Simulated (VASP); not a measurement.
## GaAs3: relaxation of cell and atoms with PBE

Crystal: GaAs3.

```
CELL_PARAMETERS angstrom
6.60671 0.00000 0.00000
-3.30335 5.72158 0.00000
0.00000 0.00000 4.91225
ATOMIC_POSITIONS crystal
Ga 0.33333 0.66667 0.50000
Ga 0.66667 0.33333 0.50000
As 0.34599 0.00000 0.14451
As 0.00000 0.34599 0.14451
As 0.65401 0.65401 0.14451
As 0.00000 0.65401 0.85549
As 0.65401 0.00000 0.85549
As 0.34599 0.34599 0.85549
```

The cell was generated, and may not be a known phase.

* Program: VASP 6.6.1
* Task: relaxation of cell and atoms
* Functional: PBE
* Potentials or basis: VASP PAW PBE potentials, release 64 (Ga_d, As)
* Cutoff: 600 eV
* k mesh: 6 × 6 × 8
* Occupations: gaussian, width 0.1 eV
* Spin: no spin polarisation
* Dipole correction: no
* Further INCAR settings: ALGO = Normal; EDIFF = 1e-07; IBRION = 2; EDIFFG = -0.01; NSW = 100; ISIF = 3

The relaxed volume is 22.98 Å³/atom. The relaxed cell is a = 6.534 Å, b = 6.534 Å, c = 4.973 Å, α = 90.00°, β = 90.00°, γ = 120.00° and the space group after relaxing (to 0.1 Å) is P-31m (No. 162). The energy gained by relaxing is 1.6 meV/atom, the ionic steps are 13 and the pressure after relaxing is 0.0 GPa. The largest force after relaxing is 0.003 eV/Å. The band gap on the k mesh is zero (bands 28 and 29 overlap by 1.58 eV).

Forces on the atoms (eV/Å):
```
Ga   0.000  0.000  0.000
Ga   0.000  0.000  0.000
As   0.002  0.000  0.002
As  -0.001  0.002  0.002
As  -0.001 -0.002  0.002
As   0.001 -0.002 -0.002
As  -0.002  0.000 -0.002
As   0.001  0.002 -0.002
```

Step by step:
```
step  energy change (eV)  largest force (eV/Å)  pressure (GPa)  volume (Å³)
   1              0.0000                0.1099           -0.37       185.69
   2             -0.0090                0.0648           -0.01       184.24
   3             -0.0106                0.0605            0.22       183.36
   4             -0.0116                0.0395           -0.12       183.99
   5             -0.0117                0.0254           -0.04       183.83
   6             -0.0120                0.0211           -0.01       183.75
   7             -0.0124                0.0143            0.02       183.60
   8             -0.0124                0.0161            0.10       183.30
   9             -0.0125                0.0117            0.06       183.46
  10             -0.0127                0.0146           -0.03       183.84
  11             -0.0127                0.0149           -0.04       183.87
  12             -0.0127                0.0128            0.03       183.88
  13             -0.0127                0.0030            0.01       183.88
```

Final structure:
```yaml
crystal:
  lattice:
    - [6.53411, 0.00000, 0.00000]
    - [-3.26705, 5.65871, 0.00000]
    - [0.00000, 0.00000, 4.97305]
  atoms:
    - { symbol: Ga, position: [0.33333, 0.66667, 0.50000] }
    - { symbol: Ga, position: [0.66667, 0.33333, 0.50000] }
    - { symbol: As, position: [0.34554, 0.00000, 0.14549] }
    - { symbol: As, position: [0.00000, 0.34554, 0.14549] }
    - { symbol: As, position: [0.65446, 0.65446, 0.14549] }
    - { symbol: As, position: [0.00000, 0.65446, 0.85451] }
    - { symbol: As, position: [0.65446, 0.00000, 0.85451] }
    - { symbol: As, position: [0.34554, 0.34554, 0.85451] }
```

Levels at points of the mesh, in eV from the Fermi level:
```tsv
k point	band 25	band 26	band 27	band 28	band 29	band 30	band 31	band 32
(0.00, 0.00, 0.00)	-1.34	-1.27	-1.27	-0.78	-0.78	-0.35	0.06	0.06
(0.50, 0.00, 0.00)	-2.97	-1.69	-1.36	-0.45	0.45	0.93	1.81	1.84
(0.00, 0.00, 0.50)	-1.27	-1.23	-1.23	0.43	1.47	1.47	3.11	3.11
(0.50, 0.00, 0.50)	-2.05	-1.52	-1.14	-0.43	0.18	0.64	1.25	2.32
```

Wall time 20 min on 1 thread of Intel(R) Xeon(R) 6975P-C (Granite Rapids), on a shared host, peak memory 0.53 GiB.
